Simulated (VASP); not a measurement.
# CuAu (P4/mmm) in VASP: further runs, part 2 of 4

VASP 6.6.1. Earlier steps stand in the parts before.

## Step 3: Electric field gradients, r2SCAN (volume scaled by 0.975)

POSCAR

```
CuAu
1.0
    2.8267457876      0.0000000000      0.0000000000
    0.0000000000      2.8267457876      0.0000000000
    0.0000000000      0.0000000000      3.5515098835
Cu Au
1 1
Direct
    0.5000000000      0.5000000000      0.5000000000
    0.0000000000      0.0000000000      0.0000000000
```

INCAR.step1

```
  PREC = Accurate
  ENCUT = 520
  ISMEAR = -1
  SIGMA = 0.05
  LREAL = F
  LASPH = T
  NELM = 80
  NBANDS = 18
  GGA = PE
  ALGO = Normal
  EDIFF = 1E-4
  LWAVE = T
  LCHARG = F
```

INCAR.step2

```
  PREC = Accurate
  ENCUT = 520
  EDIFF = 1E-8
  ISMEAR = -1
  SIGMA = 0.05
  LREAL = F
  LASPH = T
  NELM = 80
  ALGO = Normal
  ISIF = 2
  LWAVE = F
  LCHARG = F
  METAGGA = R2SCAN
  LMIXTAU = T
  LEFG = T
  NBANDS = 18
  ISTART = 1
```

KPOINTS

```
regular mesh
0
Gamma
  12 12 9
```

Potentials or basis: VASP PAW PBE potentials, release 64 (Cu, Au).

On the command line:

```bash
> cat potpaw_PBE.64/Cu/POTCAR potpaw_PBE.64/Au/POTCAR > POTCAR
> cp INCAR.step1 INCAR
> mpirun -np 1 vasp_std > vasp.out
> cp INCAR.step2 INCAR
> mpirun -np 1 vasp_std > vasp.out
```

OUTCAR:

```text
PREC = Accurate
   ENCUT = 520
   EDIFF = 1E-8
   ISMEAR = -1
   LREAL = F
   LASPH = T
   NELM = 80
   ISIF = 2
   METAGGA = R2SCAN
   ISTART = 1

 ion  position               nearest neighbor table
   1  0.500  0.500  0.500-   2 2.67   2 2.67   2 2.67   2 2.67   2 2.67   2 2.67   2 2.67   2 2.67

   2  0.000  0.000  0.000-   1 2.67   1 2.67   1 2.67   1 2.67   1 2.67   1 2.67   1 2.67   1 2.67

  LATTYP: Found a simple tetragonal cell.
 ALAT       =     2.8267457876
 C/A-ratio  =     1.2563952157

  Lattice vectors:

 A1 = (   2.8267457876,   0.0000000000,   0.0000000000)
 A2 = (   0.0000000000,   2.8267457876,   0.0000000000)
 A3 = (   0.0000000000,   0.0000000000,   3.5515098835)

Analysis of symmetry for initial positions (statically):
=====================================================================
 Subroutine PRICEL returns:
 Original cell was already a primitive cell.

 Routine SETGRP: Setting up the symmetry group for a
 simple tetragonal supercell.

 Subroutine GETGRP returns: Found 16 space group operations
 (whereof 16 operations were pure point group operations)
 out of a pool of 16 trial point group operations.

The static configuration has the point symmetry D_4h.

Analysis of symmetry for dynamics (positions and initial velocities):
=====================================================================
 Subroutine PRICEL returns:
 Original cell was already a primitive cell.

 Routine SETGRP: Setting up the symmetry group for a
 simple tetragonal supercell.

 Subroutine GETGRP returns: Found 16 space group operations
 (whereof 16 operations were pure point group operations)
 out of a pool of 16 trial point group operations.

The dynamic configuration has the point symmetry D_4h.

 Subroutine INISYM returns: Found 16 space group operations
 (whereof 16 operations are pure point group operations),
 and found     1 'primitive' translations

----------------------------------------------------------------------------------------

                                     Primitive cell

  volume of cell :      28.3783

  direct lattice vectors                    reciprocal lattice vectors
     2.826745788  0.000000000  0.000000000     0.353763683  0.000000000  0.000000000
     0.000000000  2.826745788  0.000000000     0.000000000  0.353763683  0.000000000
     0.000000000  0.000000000  3.551509884     0.000000000  0.000000000  0.281570384

  length of vectors
     2.826745788  2.826745788  3.551509884     0.353763683  0.353763683  0.281570384

  position of ions in fractional coordinates (direct lattice)
     0.500000000  0.500000000  0.500000000
     0.000000000  0.000000000  0.000000000

  ion indices of the primitive-cell ions
   primitive index   ion index
                 1           1
                 2           2

----------------------------------------------------------------------------------------

 KPOINTS: regular mesh

Automatic generation of k-mesh.
 Grid dimensions read from file:
 generate k-points for:   12   12    9
[... 65 lines left out ...]
   LREAL  =      F    real-space projection
   EDIFFG = 0.1E-06   stopping-criterion for IOM
   NSW    =      0    number of steps for IOM
   IBRION =     -1    ionic relax: 0-MD 1-quasi-New 2-CG
   NFREE  =      0    steps in history (QN), initial steepest desc. (CG)
   ISIF   =      2    stress and relaxation
   ISYM   =      2    0-nonsym 1-usesym 2-fastsym
   POTIM  = 0.5000    time-step for ionic-motion
   TEBEG  =    0.0;   TEEND  =   0.0 temperature during run
   PSTRESS=    0.0 pullay stress
   NELECT =      22.0000    total number of electrons
   NUPDOWN=      -1.0000    fix difference up-down
   EMIN   =  10.00;   EMAX   =-10.00  energy-range for DOS
   EFERMI =   0.00;   METHOD = LEGACY
   ISMEAR =    -1;   SIGMA  =   0.05  broadening in eV -4-tet -1-fermi 0-gaus
   EFERMI_NEDOS =   21; number of points for ismear=-14 and -15
   IALGO  =     38    algorithm
   IMIX   =      4    mixing-type and parameters
     AMIX     =   0.40;   BMIX     =  1.00
     AMIX_MAG =   1.60;   BMIX_MAG =  1.00
  volume/ion in A,a.u.               =      14.19        95.75
  Fermi-wavevector in a.u.,A,eV,Ry     =   1.503904  2.841967 30.772681  2.261728
  Thomas-Fermi vector in A             =   2.614954
   LORBIT       =      0    0 simple, 1 ext, 2 COOP (PROOUT), +10 PAW based schemes
   METAGGA = R2SCAN    functional components
   LHFCALC =     F    Hartree Fock is set to
   AEXX    =    0.0000 exact exchange contribution
   IVDW    =     0    specifies the selected vdW correction
   LEPSILON=     F    determine dielectric tensor
   LRPA    =     F    only Hartree local field effects (RPA)
 non-spin polarized calculation
  energy-cutoff  :      520.00
  volume of cell :       28.38
 maximum number of plane-waves:       781
 NGX is ok and might be reduce to    24
   NGX = 11   NGY = 11   NGZ = 13

 number of electron      21.9999990 magnetization

 Free energy of the ion-electron system (eV)
  ---------------------------------------------------
  ext. energy  EPLUGINS =         0.00000000
  ---------------------------------------------------
  free energy    TOTEN  =       -61.53575649 eV

  energy without entropy =      -61.52962390  energy(sigma->0) =      -61.53269020

 E-fermi :   8.8884     XC(G=0): -13.7821

 val. band max:        8.8614647768   @ k =   0.5000   0.2500   0.0000
 cond. band min:       8.9005252535   @ k =   0.4167   0.1667   0.4444
 fundamental gap:      0.0390604767
 Fermi energy:         8.8883655630

 k-point     1 :       0.0000    0.0000    0.0000
  band No.  band energies     occupation
      1      -1.3290      2.00000
      2       1.9334      2.00000
      3       2.0889      2.00000
      4       4.5326      2.00000
      5       4.5326      2.00000
      6       5.5389      2.00000
[... 481 lines left out ...]
      5       5.1593      2.00000
      6       6.3800      2.00000
[... 10 lines left out ...]
     17      22.7972      0.00000
     18      22.8901      0.00000

 [... further k-points ...]
[... 5 lines left out ...]
  --------------------------------------------------------------------------------------
  -------------------------------------------------------------------------------------
  Total        0.8359314      0.8359314      0.7003111      0.0000000      0.0000000      0.0000000
  in kB       47.1948600     47.1948600     39.5380347      0.0000000      0.0000000      0.0000000
  external PRESSURE =      44.6425849 kB  Pullay stress =       0.0000000 kB

 VOLUME and BASIS-vectors are now :
 -----------------------------------------------------------------------------
  energy-cutoff  :      520.00
  volume of cell :       28.38
      direct lattice vectors                 reciprocal lattice vectors
     2.826745788  0.000000000  0.000000000     0.353763683  0.000000000  0.000000000
     0.000000000  2.826745788  0.000000000     0.000000000  0.353763683  0.000000000
     0.000000000  0.000000000  3.551509884     0.000000000  0.000000000  0.281570384

 POSITION                                       TOTAL-FORCE (eV/Angst)
 -----------------------------------------------------------------------------------
      1.41337      1.41337      1.77575         0.000000      0.000000      0.000000
      0.00000      0.00000      0.00000         0.000000      0.000000      0.000000
 -----------------------------------------------------------------------------------
    total drift:                                0.000000      0.000000     -0.000000

  FREE ENERGIE OF THE ION-ELECTRON SYSTEM (eV)
  ---------------------------------------------------
  free  energy   TOTEN  =       -61.5357564946 eV

  energy  without entropy=      -61.5296239034  energy(sigma->0) =      -61.53269020

 Electric field gradients (V/A^2)
---------------------------------------------------------------------
 ion       V_xx      V_yy      V_zz      V_xy      V_xz      V_yz
---------------------------------------------------------------------
   1       4.995     4.995    -9.989    -0.000     0.000     0.000
   2     -38.978   -38.978    77.956     0.000     0.000    -0.000
---------------------------------------------------------------------

 Electric field gradients after diagonalization (V/A^2)
 (convention: |V_zz| > |V_xx| > |V_yy|)
----------------------------------------------------------------------
 ion       V_xx      V_yy      V_zz     asymmetry (V_yy - V_xx)/ V_zz
----------------------------------------------------------------------
   1       4.995     4.995    -9.989       0.000
   2     -38.978   -38.978    77.956       0.000
----------------------------------------------------------------------

           NMR quadrupolar parameters

 Cq : quadrupolar parameter    Cq=e*Q*V_zz/h
 eta: asymmetry parameters     (V_yy - V_xx)/ V_zz
 Q  : nuclear electric quadrupole moment in mb (millibarn)
----------------------------------------------------------------------
 ion       Cq(MHz)       eta       Q (mb)
----------------------------------------------------------------------
   1      -0.024       0.000       1.000
   2       0.188       0.000       1.000
----------------------------------------------------------------------
```

OUTCAR.step1:

```text
PREC = Accurate
   ENCUT = 520
   ISMEAR = -1
   LREAL = F
   LASPH = T
   NELM = 80
[... 725 lines left out ...]
 -----------------------------------------------------------------------------------
      1.41337      1.41337      1.77575         0.000000      0.000000      0.000000
      0.00000      0.00000      0.00000         0.000000      0.000000      0.000000
 -----------------------------------------------------------------------------------
    total drift:                                0.000000      0.000000     -0.000000

  FREE ENERGIE OF THE ION-ELECTRON SYSTEM (eV)
  ---------------------------------------------------
  free  energy   TOTEN  =        -7.0220785872 eV

  energy  without entropy=       -7.0157276171  energy(sigma->0) =       -7.01890310
```

OSZICAR.step1:

```text
N       E                     dE             d eps       ncg     rms          rms(c)
DAV:   1     0.128097115940E+03    0.12810E+03   -0.11053E+04  5508   0.175E+03
DAV:   2    -0.286527009988E+01   -0.13096E+03   -0.12273E+03  5118   0.296E+02
DAV:   3    -0.794187655227E+01   -0.50766E+01   -0.49772E+01  5858   0.686E+01
DAV:   4    -0.801245497494E+01   -0.70578E-01   -0.70525E-01  6216   0.672E+00
DAV:   5    -0.801427291462E+01   -0.18179E-02   -0.18179E-02  6520   0.111E+00    0.122E+01
DAV:   6    -0.750787251018E+01    0.50640E+00   -0.69942E+00  5440   0.735E+01    0.560E+00
DAV:   7    -0.709975111911E+01    0.40812E+00   -0.28073E+00  6164   0.789E+01    0.611E+00
DAV:   8    -0.703075773309E+01    0.68993E-01   -0.22351E-01  7044   0.119E+01    0.293E+00
DAV:   9    -0.702254680594E+01    0.82109E-02   -0.20578E-02  7628   0.323E+00    0.171E-01
DAV:  10    -0.702209379995E+01    0.45301E-03   -0.35635E-03  6410   0.753E-01    0.991E-02
DAV:  11    -0.702207858718E+01    0.15213E-04   -0.75442E-05  2966   0.947E-02
   1 F= -.70220786E+01 E0= -.70189031E+01  d E =-.635097E-02
```

Run time: 84 s. Hardware: 1 thread of Intel Xeon 6975P-C (Granite Rapids), shared host; peak memory 0.21 GiB.

Results:

```
Free energy            : -61.5358 eV
Pressure               : 4.5 GPa
Band gap on the k mesh : zero (band 11 reaches 14.39 eV, above the bottom of band 12 at 6.77 eV)
```

Electric field gradients, principal values (V/Å²):
```csv
atom,least,middle,greatest (by size)
1 Cu,4.995,4.995,-9.989
2 Au,-38.978,-38.978,77.956
```

Caveat: without QUAD_EFG the Cq values of the log hold for a quadrupole moment of 1 mb, not for the nuclei; the PAW data sets were made with another functional, which shifts forces and pressure a little; spin-orbit coupling is left out, which moves the levels of the heavy elements.

[end of part 2 of 4]
